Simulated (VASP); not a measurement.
## MgO: single point with PBEsol

Crystal: MgO.

```
CELL_PARAMETERS angstrom
4.21494 0.00000 0.00000
0.00000 -4.21494 0.00000
0.00000 0.00000 -4.21494
ATOMIC_POSITIONS crystal
Mg 0.00000 0.00000 0.05030
Mg 0.50000 0.50000 0.00000
Mg 0.50000 0.00000 0.50000
Mg 0.00000 0.50000 0.50000
O 0.50000 0.00000 0.00000
O 0.00000 0.50000 0.00000
O 0.00000 0.00000 0.50000
O 0.50000 0.50000 0.50000
```

This cell differs from its parent crystal: atom 1 (Mg) moved by +0.000 Å along [1 1 0] and -0.212 Å along [0 0 1].

| Item | Value |
| --- | --- |
| Program | VASP 6.6.1 |
| Task | single point |
| Functional | PBEsol |
| Potentials or basis | VASP PAW PBE potentials, release 64 (Mg, O) |
| Cutoff | 520 eV |
| k mesh | 6 × 6 × 6 |
| Occupations | gaussian, width 0.05 eV |
| Spin | no spin polarisation |
| Dipole correction | no |
| Further INCAR settings | ALGO = Normal; EDIFF = 1e-06; NBANDS = 26 |

The pressure is 0.8 GPa, the largest force is 2.467 eV/Å and the band gap on the k mesh is 4.61 eV.

Forces on the atoms (eV/Å):
```
Mg   0.000  0.000  2.467
Mg   0.000  0.000  0.156
Mg   0.000  0.000 -0.543
Mg   0.000  0.000 -0.543
O    0.000  0.000 -0.319
O    0.000  0.000 -0.319
O    0.000  0.000 -0.959
O    0.000  0.000  0.060
```

Stress tensor (GPa, compression positive):
```
-0.49  0.00  0.00
 0.00 -0.49  0.00
 0.00  0.00  3.44
```

Levels at points of the mesh, in eV from the valence-band top:
```tsv
k point	band 13	band 14	band 15	band 16	band 17	band 18	band 19	band 20
(0.00, 0.00, 0.00)	-1.34	-0.01	0.00	0.00	4.61	8.91	8.94	8.94
(0.50, 0.00, 0.00)	-0.76	-0.75	-0.73	-0.73	7.96	7.97	10.86	10.94
(0.00, 0.00, 0.50)	-0.79	-0.79	-0.69	-0.69	7.82	8.04	10.69	11.26
(0.50, 0.50, 0.00)	-0.70	-0.70	-0.62	-0.59	9.32	9.35	9.36	9.36
(0.00, 0.50, 0.50)	-0.68	-0.66	-0.64	-0.64	9.23	9.24	9.41	9.49
(0.50, 0.50, 0.50)	-0.65	-0.65	-0.62	-0.59	7.70	7.72	7.76	7.76
```

Run time: 24 s on 1 thread of Intel(R) Xeon(R) 6975P-C (Granite Rapids), with other jobs on the host, peak memory 0.2 GiB.

Caveat: the cell differs from its parent crystal (atom 1 (Mg) moved by +0.000 Å along [1 1 0] and -0.212 Å along [0 0 1]); the PAW data sets were made with another functional, which shifts forces and pressure a little.
